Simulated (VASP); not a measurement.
# Cd4SeS3 (I-42m) in VASP: a series of runs, part 2 of 2

VASP 6.6.1. Earlier steps stand in the parts before.

### 3 Single point, PBE (volume scaled by 1.03, then relaxed in part)

File INCAR:

```
SYSTEM = Cd4SeS3
PREC     = Accurate       ! precision mode
ENCUT    = 520            ! plane-wave cutoff, eV
EDIFF    = 1E-6           ! SCF threshold, eV
ISMEAR   = 0              ! smearing method
SIGMA    = 0.02           ! smearing width, eV
LREAL    = .False.        ! projectors in reciprocal space
LASPH    = .True.         ! aspherical terms in the spheres
NELM     = 80             ! most SCF steps
ALGO     = Normal         ! electronic algorithm
ISIF     = 2              ! what is computed and relaxed
LWAVE    = .False.        ! write WAVECAR
LCHARG   = .False.        ! write CHGCAR
GGA      = PE             ! functional
NBANDS   = 46             ! bands
```

File KPOINTS:

```
Automatic mesh
0
Gamma
  6 6 6
  0 0 0
```

File POSCAR:

```
Cd4SeS3
1.0
   -3.0261354865      3.0261354865      6.0484487670
    3.0261354865     -3.0261354865      6.0484487670
    3.0261354865      3.0261354865     -6.0484487670
Cd Se S
4 1 3
Direct
    0.8851041164      0.3707581144      0.0000000000
    0.3707581144      0.8851041164      0.0000000000
    0.1148958836      0.1148958836      0.4856539980
    0.6292418856      0.6292418856      0.5143460020
    0.5000000000      0.5000000000      0.0000000000
    0.7500000000      0.2500000000      0.5000000000
    0.2500000000      0.7500000000      0.5000000000
    0.0000000000      0.0000000000      0.0000000000
```

Potentials or basis: VASP PAW PBE potentials, release 64 (Cd, Se, S).

Command:

```console
$ cat potpaw_PBE.64/Cd/POTCAR potpaw_PBE.64/Se/POTCAR potpaw_PBE.64/S/POTCAR > POTCAR
$ mpirun -np 1 vasp_std > vasp.out
```

OUTCAR:

```text
SYSTEM = Cd4SeS3
   PREC = Accurate
   ENCUT = 520
   EDIFF = 1E-6
   ISMEAR = 0
   LREAL = .False.
   LASPH = .True.
   NELM = 80
   ISIF = 2
   GGA = PE

 ion  position               nearest neighbor table
   1  0.885  0.371  0.000-   8 2.59   6 2.60   7 2.60   5 2.69
   2  0.371  0.885  0.000-   8 2.59   7 2.60   6 2.60   5 2.69
   3  0.115  0.115  0.486-   8 2.59   7 2.60   6 2.60   5 2.69
   4  0.629  0.629  0.514-   8 2.59   7 2.60   6 2.60   5 2.69
   5  0.500  0.500  0.000-   3 2.69   1 2.69   2 2.69   4 2.69
   6  0.750  0.250  0.500-   1 2.60   4 2.60   3 2.60   2 2.60
   7  0.250  0.750  0.500-   2 2.60   4 2.60   3 2.60   1 2.60
   8  0.000  0.000  0.000-   1 2.59   2 2.59   3 2.59   4 2.59

  LATTYP: Found a body centered tetragonal cell.
 ALAT       =     6.0522709730
 C/A-ratio  =     1.9987369349

  Lattice vectors:

 A1 = (  -3.0261354865,   3.0261354865,   6.0484487670)
 A2 = (   3.0261354865,  -3.0261354865,   6.0484487670)
 A3 = (   3.0261354865,   3.0261354865,  -6.0484487670)

Analysis of symmetry for initial positions (statically):
=====================================================================
 Subroutine PRICEL returns:
 Original cell was already a primitive cell.

 Routine SETGRP: Setting up the symmetry group for a
 body centered tetragonal supercell.

 Subroutine GETGRP returns: Found  8 space group operations
 (whereof  8 operations were pure point group operations)
 out of a pool of 16 trial point group operations.

The static configuration has the point symmetry D_2d.

Analysis of symmetry for dynamics (positions and initial velocities):
=====================================================================
 Subroutine PRICEL returns:
 Original cell was already a primitive cell.

 Routine SETGRP: Setting up the symmetry group for a
 body centered tetragonal supercell.

 Subroutine GETGRP returns: Found  8 space group operations
 (whereof  8 operations were pure point group operations)
 out of a pool of 16 trial point group operations.

[... 137 lines left out ...]
   GGA     = PE    functional components
   LHFCALC =     F    Hartree Fock is set to
   AEXX    =    0.0000 exact exchange contribution
   IVDW    =     0    specifies the selected vdW correction
   LEPSILON=     F    determine dielectric tensor
   LRPA    =     F    only Hartree local field effects (RPA)
 non-spin polarized calculation
 Gauss-broadening in eV      SIGMA  =   0.02
  energy-cutoff  :      520.00
  volume of cell :      221.55
 maximum number of plane-waves:      6030
   NGX = 27   NGY = 27   NGZ = 27

 number of electron      72.0000000 magnetization

 Free energy of the ion-electron system (eV)
  ---------------------------------------------------
  ext. energy  EPLUGINS =         0.00000000
  ---------------------------------------------------
  free energy    TOTEN  =       -23.89812735 eV

  energy without entropy =      -23.89812735  energy(sigma->0) =      -23.89812735

 E-fermi :   0.7010     XC(G=0):  -8.7269

 val. band max:        0.6001308791   @ k =   0.0000   0.0000   0.0000
 cond. band min:       1.4215957852   @ k =   0.0000   0.0000   0.0000
 fundamental gap:      0.8214649061
 Fermi energy:         0.7010167535

 k-point     1 :       0.0000    0.0000    0.0000
  band No.  band energies     occupation
      1     -11.3982      2.00000
      2     -10.9703      2.00000
      3     -10.9400      2.00000
      4     -10.9235      2.00000
      5      -6.9497      2.00000
      6      -6.9494      2.00000
[... 1165 lines left out ...]
     45       7.3038      0.00000
     46       7.4192      0.00000

 [... further k-points ...]

------------------------ aborting loop because EDIFF is reached ----------------------------------------

  FORCE on cell =-STRESS in cart. coord.  units (eV):
  Direction    XX          YY          ZZ          XY          YZ          ZX
  --------------------------------------------------------------------------------------
  -------------------------------------------------------------------------------------
  Total       -1.5717868     -1.5717868     -1.5718876      0.0000000      0.0000000      0.0000000
  in kB      -11.3664145    -11.3664145    -11.3671430      0.0000000      0.0000000      0.0000000
  external PRESSURE =     -11.3666574 kB  Pullay stress =       0.0000000 kB

 VOLUME and BASIS-vectors are now :
 -----------------------------------------------------------------------------
  energy-cutoff  :      520.00
  volume of cell :      221.55
      direct lattice vectors                 reciprocal lattice vectors
    -3.026135486  3.026135486  6.048448767     0.000000000  0.165227235  0.082665824
     3.026135486 -3.026135486  6.048448767     0.165227235  0.000000000  0.082665824
     3.026135486  3.026135486 -6.048448767     0.165227235  0.165227235  0.000000000

 POSITION                                       TOTAL-FORCE (eV/Angst)
 -----------------------------------------------------------------------------------
     -1.55648      1.55648      7.59602         0.000215     -0.000215      0.001392
      1.55648     -1.55648      7.59602        -0.000215      0.000215      0.001392
      1.46965      1.46965     -1.54757         0.000215      0.000215     -0.001392
      1.55648      1.55648      4.50088        -0.000215     -0.000215     -0.001392
      0.00000      0.00000      6.04845        -0.000000     -0.000000     -0.000000
     -0.00000      3.02614      3.02422        -0.000000      0.000000     -0.000000
      3.02614     -0.00000      3.02422        -0.000000     -0.000000     -0.000000
      0.00000      0.00000      0.00000        -0.000000      0.000000     -0.000000
 -----------------------------------------------------------------------------------
    total drift:                               -0.000008     -0.000008     -0.000007

  FREE ENERGIE OF THE ION-ELECTRON SYSTEM (eV)
  ---------------------------------------------------
  free  energy   TOTEN  =       -23.8981273519 eV

  energy  without entropy=      -23.8981273519  energy(sigma->0) =      -23.89812735
```

OSZICAR:

```text
N       E                     dE             d eps       ncg     rms          rms(c)
DAV:   1     0.494315683634E+03    0.49432E+03   -0.34108E+04  2760   0.141E+03
DAV:   2     0.700881370904E+01   -0.48731E+03   -0.47374E+03  3020   0.346E+02
DAV:   3    -0.255241585019E+02   -0.32533E+02   -0.32312E+02  3254   0.851E+01
DAV:   4    -0.259731100235E+02   -0.44895E+00   -0.44830E+00  3166   0.969E+00
DAV:   5    -0.259801981789E+02   -0.70882E-02   -0.70874E-02  3280   0.120E+00    0.130E+01
DAV:   6    -0.239351585305E+02    0.20450E+01   -0.44590E+00  3352   0.145E+01    0.105E+01
DAV:   7    -0.239036420627E+02    0.31516E-01   -0.13653E+00  3086   0.458E+00    0.533E+00
DAV:   8    -0.239022162741E+02    0.14258E-02   -0.17404E-01  3168   0.298E+00    0.627E-01
DAV:   9    -0.238970562872E+02    0.51600E-02   -0.41349E-02  3306   0.162E+00    0.185E-01
DAV:  10    -0.238977162379E+02   -0.65995E-03   -0.35066E-03  3078   0.356E-01    0.158E-01
DAV:  11    -0.238979820052E+02   -0.26577E-03   -0.32530E-04  3094   0.883E-02    0.733E-02
DAV:  12    -0.238981240757E+02   -0.14207E-03   -0.19313E-04  2994   0.698E-02    0.312E-02
DAV:  13    -0.238981269728E+02   -0.28971E-05   -0.16964E-05  3178   0.213E-02    0.102E-02
DAV:  14    -0.238981273519E+02   -0.37917E-06   -0.80001E-06  2676   0.113E-02
   1 F= -.23898127E+02 E0= -.23898127E+02  d E =-.903600E-15
```

stdout:

```text
POSCAR found type information on POSCAR CdSeS
 POSCAR found :  3 types and       8 ions
 scaLAPACK will be used
 LDA part: xc-table for (Slater+PW92), standard interpolation
 POSCAR, INCAR and KPOINTS ok, starting setup
 FFT: planning ... GRIDC
 FFT: planning ... GRID_SOFT
 FFT: planning ... GRID
 WAVECAR not read
 entering main loop
```

Wall time 7.2 min (1 thread of Intel Xeon Platinum 8259CL at 2.50GHz (Skylake/Cascade Lake), shared host); peak memory 0.58 GiB.

What came out:

```
Free energy            : -23.8981 eV
Pressure               : -1.1 GPa
Band gap on the k mesh : 0.82 eV, direct
```

### 4 Single point, PBE (volume scaled by 1.06, then relaxed in part)

File INCAR:

```
ALGO     = Normal         # electronic algorithm
EDIFF    = 1E-7           # SCF threshold, eV
ENCUT    = 520            # plane-wave cutoff, eV
GGA      = PE             # functional
ISIF     = 2              # what is computed and relaxed
ISMEAR   = 0              # smearing method
LASPH    = T              # aspherical terms in the spheres
LCHARG   = F              # write CHGCAR
LREAL    = F              # projectors in reciprocal space
LWAVE    = F              # write WAVECAR
NBANDS   = 46             # bands
NELM     = 60             # most SCF steps
PREC     = Accurate       # precision mode
SIGMA    = 0.02           # smearing width, eV
```

File KPOINTS:

```
k-points
0
Gamma
  6 6 6
```

POSCAR: that of step 3 with these lines changed.

```diff
@@ -2,5 +2,5 @@
 1.0
-   -3.0261354865      3.0261354865      6.0484487670
-    3.0261354865     -3.0261354865      6.0484487670
-    3.0261354865      3.0261354865     -6.0484487670
+   -3.0552347282      3.0552347282      6.1066104961
+    3.0552347282     -3.0552347282      6.1066104961
+    3.0552347282      3.0552347282     -6.1066104961
 Cd Se S
```

Command:

```console
$ cat potpaw_PBE.64/Cd/POTCAR potpaw_PBE.64/Se/POTCAR potpaw_PBE.64/S/POTCAR > POTCAR
$ mpirun -np 1 vasp_std > vasp.out
```

Wall time 7.8 min (1 thread of Intel Xeon Platinum 8259CL at 2.50GHz (Skylake/Cascade Lake), shared host); peak memory 0.58 GiB.

It converged, with:

```yaml
Free_energy: -23.8276 eV
Pressure: -2.4 GPa
Largest_force: 0.006 eV/Å
Band_gap_on_the_k_mesh: 0.76 eV, direct
```

Forces on the atoms (eV/Å):
```
Cd   0.003 -0.003 -0.004
Cd  -0.003  0.003 -0.004
Cd   0.003  0.003  0.004
Cd  -0.003 -0.003  0.004
Se   0.000  0.000  0.000
S    0.000  0.000  0.000
S    0.000  0.000  0.000
S    0.000  0.000  0.000
```

Levels at points of the mesh, in eV from the valence-band top:
```tsv
k point	band 32	band 33	band 34	band 35	band 36	band 37	band 38	band 39	band 40	band 41
(0.00, 0.00, 0.00)	-1.52	-1.52	0.00	0.00	0.00	0.76	3.60	4.00	4.84	4.84
(0.50, 0.00, 0.00)	-1.23	-1.07	-1.06	-0.73	-0.52	3.36	3.41	4.37	4.42	5.21
(0.50, 0.50, 0.00)	-0.74	-0.71	-0.59	-0.49	-0.44	2.62	2.71	3.76	3.81	5.89
(0.50, 0.50, 0.50)	-1.44	-0.96	-0.96	-0.70	-0.70	3.19	3.24	3.50	3.70	4.01
```

### 5 Overview

```csv
task,cell,cutoff (eV),gap on the mesh (eV),pressure (GPa),largest force (eV/Å)
relaxation of shape and atoms at fixed volume,"relaxed from a = 7.110 Å, angles 131.8, 131.8, 70.6°, 8 atoms",600,1.09,6.4,0.01
single point,"a = 7.409 Å, angles 131.8, 131.8, 70.6°, 8 atoms",520,0.82,-1.1,-
single point,"a = 7.481 Å, angles 131.8, 131.8, 70.6°, 8 atoms",520,0.76,-2.4,0.01
```

Alike in all rows: level PBE; potentials or basis VASP PAW PBE potentials, release 64 (Cd, Se, S); no spin polarisation; k mesh 6 × 6 × 6; smearing gaussian 0.02 eV.

Absolute energies hang on the potentials; compare differences alone.
